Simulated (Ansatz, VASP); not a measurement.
SnO: VASP beside Ansatz

```xyz
4
Lattice="3.8367 0.0000 0.0000 0.0000 3.8367 0.0000 0.0000 0.0000 4.7604" Properties=species:S:1:pos:R:3 pbc="T T T"
Sn    1.9183    0.0000    1.1587
Sn    0.0000    1.9183    3.6017
O     0.0000    0.0000    0.0000
O     1.9183    1.9183    0.0000
```

Alike in both runs: functional PBE; dispersion D3(BJ); k mesh 10 × 10 × 8; occupations gaussian, width 0.05 eV; no spin polarisation.

Ansatz relaxed the structure, and its values are those at the end. VASP's run is a single point on that final structure, the one shown.

|  | VASP | Ansatz |
| --- | --- | --- |
| version | VASP 6.6.1 | Ansatz 0.2.0 |
| potentials or method | VASP PAW PBE potentials, release 64 (Sn_d, O_h), cutoff 1340 eV | scalar-relativistic, plane waves, PAW |
| valence electrons in the cell | 40 | 40 |

|  | VASP | Ansatz | Ansatz less VASP |
| --- | --- | --- | --- |
| gap on the k mesh at the Fermi level (eV) | none | none | - |
| pressure (GPa) | 0.1 | 0.0 | -0.15 |
| rms of the force components (eV/Å) | 0.029 | 0.000 | -0.0289 |

A gap of «none» marks a metal or a gap that the smearing closes.
